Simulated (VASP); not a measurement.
# P (Imma) in VASP: single point with PBEsol

Aim: the single point of P with PBEsol.

Everything below comes from runs of VASP 6.6.1. Logs are shortened: lines on timing, memory, paths and dates and some standing lists are left out, and cuts for length are marked.

## (1) The cell of the first run

Symmetry: Imma, No. 74, orthorhombic system. Conventional cell: a = 3.383 Å, b = 5.030 Å, c = 3.718 Å, α = 90.00°, β = 90.00°, γ = 90.00°. P (site symmetry mm2) has 6 P at 2.44 to 2.59 Å within 3.2 Å.

## (2) Single point, PBEsol (atom 1 (P) moved by (+0.000, -0.300) A along [1 1 0] and z)

Input file INCAR:

```
SYSTEM = P
  ALGO = Fast
  EDIFF = 1E-6
  ENCUT = 520
  GGA = PS
  ISIF = 2
  ISMEAR = 0
  LASPH = .True.
  LCHARG = .True.
  LELF = .True.
  LREAL = .False.
  LVHAR = .True.
  LWAVE = .False.
  NBANDS = 12
  NELM = 60
  PREC = Accurate
  SIGMA = 0.15
```

Input file KPOINTS:

```
k-points
0
Gamma
  18 18 18
  0 0 0
```

Input file POSCAR:

```
P
1.0
   -1.6915100431      2.5151650373      1.8589441358
    1.6915100431     -2.5151650373      1.8589441358
    1.6915100431      2.5151650373     -1.8589441358
P
2
Direct
    0.7226181430     -0.0273818570      0.7500000000
    0.1966908900      0.9466908900      0.2500000000
```

Potentials or basis: VASP PAW PBE potentials, release 64 (P).

Command:

```
cat potpaw_PBE.64/P/POTCAR > POTCAR
mpirun -np 1 vasp_std > vasp.out
```

OUTCAR:

```text
SYSTEM = P
   EDIFF = 1E-6
   ENCUT = 520
   GGA = PS
   ISIF = 2
   ISMEAR = 0
   LASPH = .True.
   LREAL = .False.
   NELM = 60
   PREC = Accurate

 ion  position               nearest neighbor table
   1  0.723  0.973  0.750-   2 2.44   2 2.44   2 2.52   2 2.52   2 2.59   2 2.59
   2  0.197  0.947  0.250-   1 2.44   1 2.44   1 2.52   1 2.52   1 2.59   1 2.59

  LATTYP: Found a body centered orthorhombic cell.
 ALAT       =     3.3830200862
 B/A-ratio  =     1.0989849829
 C/A-ratio  =     1.4869347348

  Lattice vectors:

 A1 = (   1.6915100431,  -2.5151650373,  -1.8589441358)
 A2 = (  -1.6915100431,  -2.5151650373,   1.8589441358)
 A3 = (  -1.6915100431,   2.5151650373,  -1.8589441358)

Analysis of symmetry for initial positions (statically):
=====================================================================
 Subroutine PRICEL returns:
 Original cell was already a primitive cell.

 Routine SETGRP: Setting up the symmetry group for a
 body centered orthorhombic supercell.

 Subroutine GETGRP returns: Found  8 space group operations
 (whereof  2 operations were pure point group operations)
 out of a pool of  8 trial point group operations.

The static configuration has the point symmetry C_1h.
 The point group associated with its full space group is D_2h.

Analysis of symmetry for dynamics (positions and initial velocities):
=====================================================================
 Subroutine PRICEL returns:
 Original cell was already a primitive cell.

 Routine SETGRP: Setting up the symmetry group for a
 body centered orthorhombic supercell.

 Subroutine GETGRP returns: Found  8 space group operations
 (whereof  2 operations were pure point group operations)
 out of a pool of  8 trial point group operations.

The dynamic configuration has the point symmetry C_1h.
 The point group associated with its full space group is D_2h.

 Subroutine INISYM returns: Found  8 space group operations
 (whereof  2 operations are pure point group operations),
 and found     1 'primitive' translations

----------------------------------------------------------------------------------------

                                     Primitive cell

  volume of cell :      31.6350

  direct lattice vectors                    reciprocal lattice vectors
    -1.691510043  2.515165037  1.858944136     0.000000000  0.198794112  0.268969890
     1.691510043 -2.515165037  1.858944136     0.295593870  0.000000000  0.268969890
     1.691510043  2.515165037 -1.858944136     0.295593870  0.198794112  0.000000000

  length of vectors
     3.555690466  3.555690466  3.555690466     0.334460612  0.399650520  0.356223013
[... 95 lines left out ...]
   EFERMI =   0.00;   METHOD = LEGACY
   ISMEAR =     0;   SIGMA  =   0.15  broadening in eV -4-tet -1-fermi 0-gaus
   EFERMI_NEDOS =   21; number of points for ismear=-14 and -15
   IALGO  =     68    algorithm
   IMIX   =      4    mixing-type and parameters
     AMIX     =   0.40;   BMIX     =  1.00
     AMIX_MAG =   1.60;   BMIX_MAG =  1.00
  volume/ion in A,a.u.               =      15.82       106.74
  Fermi-wavevector in a.u.,A,eV,Ry     =   1.115199  2.107421 16.921141  1.243669
  Thomas-Fermi vector in A             =   2.251801
   LORBIT       =      0    0 simple, 1 ext, 2 COOP (PROOUT), +10 PAW based schemes
   GGA     = PS    functional components
   LHFCALC =     F    Hartree Fock is set to
   AEXX    =    0.0000 exact exchange contribution
   IVDW    =     0    specifies the selected vdW correction
   LEPSILON=     F    determine dielectric tensor
   LRPA    =     F    only Hartree local field effects (RPA)
 non-spin polarized calculation
 RMM-DIIS sequential band-by-band and
 Gauss-broadening in eV      SIGMA  =   0.15
  energy-cutoff  :      520.00
  volume of cell :       31.63
 maximum number of plane-waves:       868
   NGX = 13   NGY = 13   NGZ = 13

 number of electron      10.0000000 magnetization

 number of electron       9.9999999 magnetization

 Free energy of the ion-electron system (eV)
  ---------------------------------------------------
  ext. energy  EPLUGINS =         0.00000000
  ---------------------------------------------------
  free energy    TOTEN  =       -11.40834282 eV

  energy without entropy =      -11.40046238  energy(sigma->0) =      -11.40440260

 E-fermi :   8.4591     XC(G=0): -11.0246

 val. band max:        8.4577737958   @ k =   0.5000   0.1111  -0.0000
 cond. band min:       8.4629888336   @ k =   0.4444   0.0000   0.0000
 fundamental gap:      0.0052150378
 Fermi energy:         8.4590608614

 k-point     1 :       0.0000    0.0000    0.0000
  band No.  band energies     occupation
      1      -7.2492      2.00000
      2       5.6905      2.00000
      3       5.7741      2.00000
      4       6.3709      2.00000
      5       7.1164      2.00000
      6      12.1568      0.00000
      7      12.8201      0.00000
      8      12.9463      0.00000
      9      13.4092      0.00000
     10      14.0410      0.00000
     11      14.2116      0.00000
     12      15.4089      0.00000
[... 331 lines left out ...]
 k-point    24 :      -0.2778    0.0556   -0.0000
  band No.  band energies     occupation
      1      -6.3269      2.00000
      2       1.0209      2.00000
      3       6.0360      2.00000
      4       6.9882      2.00000
      5       8.8314      0.00045
      6       9.4232      0.00000
      7      10.1757      0.00000
      8      12.4974      0.00000
      9      14.1821      0.00000
     10      14.9231      0.00000
     11      16.6457      0.00000
     12      18.9917      0.00000

 [... further k-points ...]

------------------------ aborting loop because EDIFF is reached ----------------------------------------

  FORCE on cell =-STRESS in cart. coord.  units (eV):
  Direction    XX          YY          ZZ          XY          YZ          ZX
  --------------------------------------------------------------------------------------
  -------------------------------------------------------------------------------------
  Total       -0.8482567     -1.9493473     -2.8022345      0.0000000      0.0000000     -0.0000000
  in kB      -42.9606136    -98.7261954   -141.9213261      0.0000000      0.0000000     -0.0000000
  external PRESSURE =     -94.5360450 kB  Pullay stress =       0.0000000 kB

 VOLUME and BASIS-vectors are now :
 -----------------------------------------------------------------------------
  energy-cutoff  :      520.00
  volume of cell :       31.63
      direct lattice vectors                 reciprocal lattice vectors
    -1.691510043  2.515165037  1.858944136     0.000000000  0.198794112  0.268969890
     1.691510043 -2.515165037  1.858944136     0.295593870  0.000000000  0.268969890
     1.691510043  2.515165037 -1.858944136     0.295593870  0.198794112  0.000000000

 POSITION                                       TOTAL-FORCE (eV/Angst)
 -----------------------------------------------------------------------------------
      1.69151      1.25758      1.75714        -0.000000     -0.000000      0.550291
      1.69151     -1.25758      1.66075         0.000000      0.000000     -0.550291
 -----------------------------------------------------------------------------------
    total drift:                                0.000000     -0.000000     -0.000000

  FREE ENERGIE OF THE ION-ELECTRON SYSTEM (eV)
  ---------------------------------------------------
  free  energy   TOTEN  =       -11.4083428191 eV

  energy  without entropy=      -11.4004623844  energy(sigma->0) =      -11.40440260
```

OSZICAR:

```text
N       E                     dE             d eps       ncg     rms          rms(c)
DAV:   1     0.168304589311E+02    0.16830E+02   -0.44371E+03 20760   0.718E+02
DAV:   2    -0.104235744339E+02   -0.27254E+02   -0.26072E+02 27468   0.109E+02
DAV:   3    -0.114166893442E+02   -0.99311E+00   -0.98327E+00 26608   0.192E+01
DAV:   4    -0.114228574137E+02   -0.61681E-02   -0.61589E-02 24932   0.185E+00
DAV:   5    -0.114229019740E+02   -0.44560E-04   -0.44558E-04 27244   0.150E-01    0.563E+00
RMM:   6    -0.114134475195E+02    0.94545E-02   -0.20460E-03 20937   0.293E-01    0.331E+00
RMM:   7    -0.114083551600E+02    0.50924E-02   -0.49656E-03 21936   0.478E-01    0.123E-01
RMM:   8    -0.114083360080E+02    0.19152E-04   -0.35501E-04 23260   0.142E-01    0.304E-02
RMM:   9    -0.114083413139E+02   -0.53059E-05   -0.46714E-05 25332   0.557E-02    0.331E-02
RMM:  10    -0.114083429389E+02   -0.16250E-05   -0.73238E-06 25095   0.213E-02    0.694E-03
RMM:  11    -0.114083428191E+02    0.11974E-06   -0.14243E-06 19126   0.883E-03
   1 F= -.11408343E+02 E0= -.11404403E+02  d E =-.788043E-02
```

Run time: 2.9 min. Hardware: 1 thread of Oxide Virtual Turin-like, shared host; peak memory 0.32 GiB.

Results:

```yaml
Free_energy: -11.4083 eV
Pressure: -9.5 GPa
Largest_force: 0.550 eV/Å
Band_gap_on_the_k_mesh: zero (bands 5 and 6 overlap by 2.10 eV)
```

Forces in eV/Å, atoms in the order of the input:
```
P    0.000  0.000  0.550
P    0.000  0.000 -0.550
```

Levels at points of the mesh, in eV from the Fermi level:
```tsv
k point	band 2	band 3	band 4	band 5	band 6	band 7	band 8	band 9
(0.00, 0.00, 0.00)	-2.77	-2.68	-2.09	-1.34	3.70	4.36	4.49	4.95
(0.50, 0.00, 0.00)	-11.66	-1.18	-1.18	-1.07	-0.13	1.44	1.75	9.94
(0.00, 0.50, 0.00)	-8.27	-7.29	-4.91	-4.84	1.33	6.80	7.07	9.02
(0.50, 0.50, 0.00)	-11.57	-1.91	-1.91	-1.02	-1.02	0.69	0.69	10.98
(0.50, 0.50, 0.50)	-8.02	-7.64	-5.56	-4.06	1.46	6.82	7.56	9.25
```

Caveat: the cell differs from its parent crystal (atom 1 (P) moved by (+0.000, -0.300) A along [1 1 0] and z); the stress differs along the axes, from -14 to -4 GPa; the PAW data sets were made with another functional, which shifts forces and pressure a little.
